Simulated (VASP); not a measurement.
# SiC (ref) (P6_3mc) in VASP: further runs

SiC (ref) is run at these levels: r2SCAN; tasks: single point.

Everything below comes from runs of VASP 6.6.1. Logs are shortened: lines on timing, memory, paths and dates and some standing lists are left out, and cuts for length are marked.

## 1. The cell of the first run

Symmetry: P6_3mc, No. 186, hexagonal system. Conventional cell: a = 3.076 Å, b = 3.076 Å, c = 5.048 Å, α = 90.00°, β = 90.00°, γ = 120.00°. Si (site symmetry 3m) has 4 C at 1.88 to 1.89 Å within 2.5 Å. C (site symmetry 3m) has 4 Si at 1.88 to 1.89 Å within 2.5 Å.

## 2. Single point, r2SCAN

File POSCAR:

```
SiC
1.0
    3.0760000000      0.0000000000      0.0000000000
   -1.5380000000      2.6638941420      0.0000000000
    0.0000000000      0.0000000000      5.0480000000
Si C
2 2
Direct
    0.3333333333      0.6666666667      0.0000000000
    0.6666666667      0.3333333333      0.5000000000
    0.3333333333      0.6666666667      0.3750000000
    0.6666666667      0.3333333333      0.8750000000
```

File INCAR.step1:

```
ALGO = Normal
EDIFF = 1E-4
ENCUT = 520
GGA = PE
ISMEAR = 0
LASPH = T
LCHARG = F
LREAL = F
LWAVE = T
NBANDS = 16
NELM = 80
PREC = Accurate
SIGMA = 0.1
```

File INCAR.step2:

```
ALGO = Normal
EDIFF = 1E-7
ENCUT = 520
ISIF = 2
ISMEAR = 0
ISTART = 1
LASPH = T
LCHARG = F
LMIXTAU = T
LREAL = F
LWAVE = F
METAGGA = R2SCAN
NBANDS = 16
NELM = 80
PREC = Accurate
SIGMA = 0.1
```

File KPOINTS:

```
k-points
0
Gamma
  6 6 4
```

Potentials or basis: VASP PAW PBE potentials, release 64 (Si, C).

Started as:

```sh
> cat potpaw_PBE.64/Si/POTCAR potpaw_PBE.64/C/POTCAR > POTCAR
> cp INCAR.step1 INCAR
> mpirun -np 1 vasp_std > vasp.out
> cp INCAR.step2 INCAR
> mpirun -np 1 vasp_std > vasp.out
```

OUTCAR:

```text
EDIFF = 1E-7
   ENCUT = 520
   ISIF = 2
   ISMEAR = 0
   ISTART = 1
   LASPH = T
   LREAL = F
   METAGGA = R2SCAN
   NELM = 80
   PREC = Accurate

 ion  position               nearest neighbor table
   1  0.333  0.667  0.000-   4 1.88   4 1.88   4 1.88   3 1.89   2 3.09   2 3.09   2 3.09   2 3.09
                             2 3.09   2 3.09
   2  0.667  0.333  0.500-   3 1.88   3 1.88   3 1.88   4 1.89   1 3.09   1 3.09   1 3.09   1 3.09
                             1 3.09   1 3.09
   3  0.333  0.667  0.375-   2 1.88   2 1.88   2 1.88   1 1.89
   4  0.667  0.333  0.875-   1 1.88   1 1.88   1 1.88   2 1.89

  LATTYP: Found a hexagonal cell.
 ALAT       =     3.0760000000
 C/A-ratio  =     1.6410923277

  Lattice vectors:

 A1 = (   3.0760000000,   0.0000000000,   0.0000000000)
 A2 = (  -1.5380000000,   2.6638941420,   0.0000000000)
 A3 = (   0.0000000000,   0.0000000000,   5.0480000000)

Analysis of symmetry for initial positions (statically):
=====================================================================
 Subroutine PRICEL returns:
 Original cell was already a primitive cell.

 Routine SETGRP: Setting up the symmetry group for a
 hexagonal supercell.

 Subroutine GETGRP returns: Found 12 space group operations
 (whereof  6 operations were pure point group operations)
 out of a pool of 24 trial point group operations.

The static configuration has the point symmetry C_3v.
 The point group associated with its full space group is C_6v.

Analysis of symmetry for dynamics (positions and initial velocities):
=====================================================================
 Subroutine PRICEL returns:
 Original cell was already a primitive cell.

 Routine SETGRP: Setting up the symmetry group for a
 hexagonal supercell.

 Subroutine GETGRP returns: Found 12 space group operations
 (whereof  6 operations were pure point group operations)
 out of a pool of 24 trial point group operations.

The dynamic configuration has the point symmetry C_3v.
 The point group associated with its full space group is C_6v.

 Subroutine INISYM returns: Found 12 space group operations
 (whereof  6 operations are pure point group operations),
 and found     1 'primitive' translations

----------------------------------------------------------------------------------------

                                     Primitive cell

  volume of cell :      41.3640

  direct lattice vectors                    reciprocal lattice vectors
     3.076000000  0.000000000  0.000000000     0.325097529  0.187695146  0.000000000
    -1.538000000  2.663894142  0.000000000     0.000000000  0.375390292  0.000000000
     0.000000000  0.000000000  5.048000000     0.000000000  0.000000000  0.198098257

  length of vectors
     3.076000000  3.076000000  5.048000000     0.375390292  0.375390292  0.198098257

  position of ions in fractional coordinates (direct lattice)
     0.333333333  0.666666667  0.000000000
     0.666666667  0.333333333  0.500000000
     0.333333333  0.666666667  0.375000000
     0.666666667  0.333333333  0.875000000

  ion indices of the primitive-cell ions
   primitive index   ion index
                 1           1
                 2           2
                 3           3
                 4           4

----------------------------------------------------------------------------------------

 KPOINTS: k-points

Automatic generation of k-mesh.
 Grid dimensions read from file:
 generate k-points for:    6    6    4

 Generating k-lattice:

  Cartesian coordinates                     Fractional coordinates (reciprocal lattice)
     0.054182922  0.031282524  0.000000000     0.166666667  0.000000000  0.000000000
     0.000000000  0.062565049  0.000000000     0.000000000  0.166666667  0.000000000
     0.000000000  0.000000000  0.049524564     0.000000000  0.000000000  0.250000000

  Length of vectors
     0.062565049  0.062565049  0.049524564

  Shift w.r.t. Gamma in fractional coordinates (k-lattice)
     0.000000000  0.000000000  0.000000000

 Subroutine IBZKPT returns following result:
 ===========================================

 Found     21 irreducible k-points:

 Following reciprocal coordinates:
            Coordinates               Weight
  0.000000  0.000000  0.000000      1.000000
  0.166667  0.000000  0.000000      6.000000
  0.333333 -0.000000  0.000000      6.000000
  0.500000 -0.000000  0.000000      3.000000
  0.166667  0.166667  0.000000      6.000000
  0.333333  0.166667  0.000000     12.000000
[... 13 lines left out ...]
  0.333333  0.166667  0.500000     12.000000
  0.333333  0.333333  0.500000      2.000000
   k-points           NKPTS =     21   k-points in BZ     NKDIM =     21   number of bands    NBANDS=     16
   number of dos      NEDOS =    301   number of ions     NIONS =      4
   total plane-waves  NPLWV =  23040
   dimension x,y,z NGX =    24 NGY =   24 NGZ =   40
   dimension x,y,z NGXF=    48 NGYF=   48 NGZF=   80
   ions per type =               2   2
   NGX,Y,Z   is equivalent  to a cutoff of  12.97, 12.97, 13.17 a.u.
   NGXF,Y,Z  is equivalent  to a cutoff of  25.94, 25.94, 26.35 a.u.
 SYSTEM =  unknown system
   PREC   = accura    normal or accurate (medium, high low for compatibility)
   ISTART =      1    job   : 0-new  1-cont  2-samecut
   ICHARG =      0    charge: 1-file 2-atom 10-const
   ISPIN  =      1    spin polarized calculation?
   LNONCOLLINEAR =      F non collinear calculations
   LSORBIT =      F    spin-orbit coupling
   LASPH  =      T    aspherical Exc in radial PAW
   ENCUT  =  520.0 eV  38.22 Ry    6.18 a.u.   5.72  5.72  9.39*2*pi/ulx,y,z
   NELM   =     80;   NELMIN=  2; NELMDL=  0     # of ELM steps
   EDIFF  = 0.1E-06   stopping-criterion for ELM
   LREAL  =      F    real-space projection
   EDIFFG = 0.1E-05   stopping-criterion for IOM
   NSW    =      0    number of steps for IOM
   IBRION =     -1    ionic relax: 0-MD 1-quasi-New 2-CG
   NFREE  =      0    steps in history (QN), initial steepest desc. (CG)
   ISIF   =      2    stress and relaxation
   ISYM   =      2    0-nonsym 1-usesym 2-fastsym
   POTIM  = 0.5000    time-step for ionic-motion
   TEBEG  =    0.0;   TEEND  =   0.0 temperature during run
   PSTRESS=    0.0 pullay stress
   NELECT =      16.0000    total number of electrons
   NUPDOWN=      -1.0000    fix difference up-down
   EMIN   =  10.00;   EMAX   =-10.00  energy-range for DOS
   EFERMI =   0.00;   METHOD = LEGACY
   ISMEAR =     0;   SIGMA  =   0.10  broadening in eV -4-tet -1-fermi 0-gaus
   EFERMI_NEDOS =   21; number of points for ismear=-14 and -15
   IALGO  =     38    algorithm
   IMIX   =      4    mixing-type and parameters
     AMIX     =   0.40;   BMIX     =  1.00
     AMIX_MAG =   1.60;   BMIX_MAG =  1.00
  volume/ion in A,a.u.               =      10.34        69.78
  Fermi-wavevector in a.u.,A,eV,Ry     =   1.192817  2.254098 19.358549  1.422813
  Thomas-Fermi vector in A             =   2.328847
   LORBIT       =      0    0 simple, 1 ext, 2 COOP (PROOUT), +10 PAW based schemes
   METAGGA = R2SCAN    functional components
   LHFCALC =     F    Hartree Fock is set to
   AEXX    =    0.0000 exact exchange contribution
   IVDW    =     0    specifies the selected vdW correction
   LEPSILON=     F    determine dielectric tensor
   LRPA    =     F    only Hartree local field effects (RPA)
 non-spin polarized calculation
 Gauss-broadening in eV      SIGMA  =   0.10
  energy-cutoff  :      520.00
  volume of cell :       41.36
 maximum number of plane-waves:      1132
 NGX is ok and might be reduce to    24
   NGX = 11   NGY = 11   NGZ = 19

 number of electron      16.0000000 magnetization

 Free energy of the ion-electron system (eV)
  ---------------------------------------------------
  ext. energy  EPLUGINS =         0.00000000
  ---------------------------------------------------
  free energy    TOTEN  =       -38.62806388 eV

  energy without entropy =      -38.62806388  energy(sigma->0) =      -38.62806388

 E-fermi :   8.6240     XC(G=0): -11.9264

 val. band max:        8.1553134302   @ k =   0.0000   0.0000   0.0000
 cond. band min:      10.7830936112   @ k =   0.3333   0.3333   0.0000
 fundamental gap:      2.6277801810
 Fermi energy:         8.6239775499

 k-point     1 :       0.0000    0.0000    0.0000
  band No.  band energies     occupation
      1      -8.2080      2.00000
      2      -4.5738      2.00000
      3      -0.8611      2.00000
      4       6.7650      2.00000
      5       6.7650      2.00000
      6       8.0078      2.00000
[... 8 lines left out ...]
     15      17.7278      0.00000
     16      20.1576      0.00000

 k-point     2 :       0.1667    0.0000    0.0000
  band No.  band energies     occupation
      1      -7.7122      2.00000
      2      -4.1636      2.00000
      3      -0.4104      2.00000
      4       4.5328      2.00000
      5       6.0485      2.00000
      6       6.5029      2.00000
[... 8 lines left out ...]
     15      18.3939      0.00000
     16      18.7371      0.00000

 k-point     3 :       0.3333   -0.0000    0.0000
  band No.  band energies     occupation
      1      -6.3020      2.00000
      2      -3.2133      2.00000
      3       0.4542      2.00000
      4       1.7207      2.00000
      5       3.5821      2.00000
      6       5.0593      2.00000
[... 8 lines left out ...]
     15      19.9072      0.00000
     16      21.1867      0.00000

 k-point     4 :       0.5000   -0.0000    0.0000
  band No.  band energies     occupation
      1      -4.8154      2.00000
      2      -3.3172      2.00000
      3       0.0886      2.00000
      4       1.6099      2.00000
      5       2.5086      2.00000
      6       4.6715      2.00000
[... 8 lines left out ...]
     15      19.3177      0.00000
     16      21.6845      0.00000
[... 267 lines left out ...]
 k-point    19 :       0.1667    0.1667    0.5000
  band No.  band energies     occupation
      1      -5.5791      2.00000
      2      -5.5791      2.00000
      3       2.5320      2.00000
      4       2.5320      2.00000
      5       5.0152      2.00000
      6       5.0152      2.00000
[... 8 lines left out ...]
     15      19.1468      0.00000
     16      19.1468      0.00000

 k-point    20 :       0.3333    0.1667    0.5000
  band No.  band energies     occupation
      1      -4.0980      2.00000
      2      -4.0980      2.00000
      3       0.3736      2.00000
      4       0.3736      2.00000
      5       3.9046      2.00000
      6       3.9046      2.00000
[... 8 lines left out ...]
     15      20.7255      0.00000
     16      20.7255      0.00000

 k-point    21 :       0.3333    0.3333    0.5000
  band No.  band energies     occupation
      1      -3.3579      2.00000
      2      -3.3579      2.00000
      3       0.1550      2.00000
      4       0.1550      2.00000
      5       2.3246      2.00000
      6       2.3246      2.00000
[... 8 lines left out ...]
     15      20.5392      0.00000
     16      20.5392      0.00000

------------------------ aborting loop because EDIFF is reached ----------------------------------------

  FORCE on cell =-STRESS in cart. coord.  units (eV):
  Direction    XX          YY          ZZ          XY          YZ          ZX
  --------------------------------------------------------------------------------------
  -------------------------------------------------------------------------------------
  Total       -0.1104307     -0.1104307      0.0053124      0.0000000      0.0000000      0.0000000
  in kB       -4.2773797     -4.2773797      0.2057683      0.0000000      0.0000000      0.0000000
  external PRESSURE =      -2.7829970 kB  Pullay stress =       0.0000000 kB

 VOLUME and BASIS-vectors are now :
 -----------------------------------------------------------------------------
  energy-cutoff  :      520.00
  volume of cell :       41.36
      direct lattice vectors                 reciprocal lattice vectors
     3.076000000  0.000000000  0.000000000     0.325097529  0.187695146  0.000000000
    -1.538000000  2.663894142  0.000000000     0.000000000  0.375390292  0.000000000
     0.000000000  0.000000000  5.048000000     0.000000000  0.000000000  0.198098257

 POSITION                                       TOTAL-FORCE (eV/Angst)
 -----------------------------------------------------------------------------------
     -0.00000      1.77593      0.00000         0.000000      0.000000     -0.084434
      1.53800      0.88796      2.52400        -0.000000      0.000000     -0.084434
     -0.00000      1.77593      1.89300        -0.000000     -0.000000      0.084434
      1.53800      0.88796      4.41700        -0.000000      0.000000      0.084434
 -----------------------------------------------------------------------------------
    total drift:                               -0.000000     -0.000000      0.000399

  FREE ENERGIE OF THE ION-ELECTRON SYSTEM (eV)
  ---------------------------------------------------
  free  energy   TOTEN  =       -38.6280638832 eV

  energy  without entropy=      -38.6280638832  energy(sigma->0) =      -38.62806388
```

It took 29 s on 1 thread of Intel Xeon 6975P-C (Granite Rapids), shared host; peak memory 0.16 GiB.

What came out:

* Free energy: -38.6281 eV
* Pressure: -0.3 GPa
* Largest force: 0.084 eV/Å
* Band gap on the k mesh: 2.63 eV, indirect (least direct gap 4.47 eV)

Forces in eV/Å, atoms in the order of the input:
```
Si   0.000  0.000 -0.084
Si   0.000  0.000 -0.084
C    0.000  0.000  0.084
C    0.000  0.000  0.084
```

Stress tensor (GPa, compression positive):
```
-0.43  0.00  0.00
 0.00 -0.43  0.00
 0.00  0.00  0.02
```

Caveat: the PAW data sets were made with another functional, which shifts forces and pressure a little. A k mesh can miss the band edges.

## 3. Single point, r2SCAN

File POSCAR:

```
SiC
1.0
    3.0754668474      0.0000000000      0.0000000000
   -1.5377334237      2.6634324183      0.0000000000
    0.0000000000      0.0000000000      5.0485335429
Si C
2 2
Direct
    0.3333333333      0.6666666667     -0.0003996874
    0.6666666667      0.3333333333      0.4996003126
    0.3333333333      0.6666666667      0.3753996874
    0.6666666667      0.3333333333      0.8753996874
```

File INCAR.step1:

```
ALGO     = Normal         # electronic algorithm
EDIFF    = 1E-4           # SCF threshold, eV
ENCUT    = 520            # plane-wave cutoff, eV
GGA      = PE             # functional
ISMEAR   = 0              # smearing method
LASPH    = True           # aspherical terms in the spheres
LCHARG   = False          # write CHGCAR
LREAL    = False          # projectors in reciprocal space
LWAVE    = True           # write WAVECAR
NBANDS   = 16             # bands
NELM     = 100            # most SCF steps
PREC     = Accurate       # precision mode
SIGMA    = 0.02           # smearing width, eV
```

File INCAR.step2:

```
ALGO     = Normal         # electronic algorithm
EDIFF    = 1E-6           # SCF threshold, eV
ENCUT    = 520            # plane-wave cutoff, eV
ISIF     = 2              # what is computed and relaxed
ISMEAR   = 0              # smearing method
ISTART   = 1            
LASPH    = True           # aspherical terms in the spheres
LCHARG   = False          # write CHGCAR
LMIXTAU  = True         
LREAL    = False          # projectors in reciprocal space
LWAVE    = False          # write WAVECAR
METAGGA  = R2SCAN         # meta-GGA
NBANDS   = 16             # bands
NELM     = 100            # most SCF steps
PREC     = Accurate       # precision mode
SIGMA    = 0.02           # smearing width, eV
```

File KPOINTS:

```
k-points
0
Gamma
  12 12 6
```

Potentials or basis: VASP PAW PBE potentials, release 64 (Si, C).

Started as:

```sh
> cat potpaw_PBE.64/Si/POTCAR potpaw_PBE.64/C/POTCAR > POTCAR
> cp INCAR.step1 INCAR
> mpirun -np 1 vasp_std > vasp.out
> cp INCAR.step2 INCAR
> mpirun -np 1 vasp_std > vasp.out
```

Wall time 63 s (1 thread of Intel Xeon 6975P-C (Granite Rapids), shared host); peak memory 0.18 GiB.

Results (log left out):

| Item | Value |
| --- | --- |
| Free energy | -38.6379 eV |
| Pressure | -0.2 GPa |
| Band gap on the k mesh | 2.66 eV, indirect (least direct gap 4.48 eV) |

Levels at points of the mesh, in eV from the valence-band top:
| k point | band 6 | band 7 | band 8 | band 9 | band 10 | band 11 |
| --- | --- | --- | --- | --- | --- | --- |
| (0.00, 0.00, 0.00) | -0.11 | 0.00 | 0.00 | 5.38 | 6.77 | 7.19 |
| (0.50, 0.00, 0.00) | -3.48 | -3.36 | -1.26 | 3.23 | 4.66 | 7.47 |
| (0.00, 0.00, 0.50) | -0.75 | -0.75 | -0.75 | 6.50 | 6.50 | 7.89 |
| (0.50, 0.00, 0.50) | -2.56 | -2.44 | -2.44 | 3.72 | 3.72 | 5.79 |

Caveat: the PAW data sets were made with another functional, which shifts forces and pressure a little. A k mesh can miss the band edges.
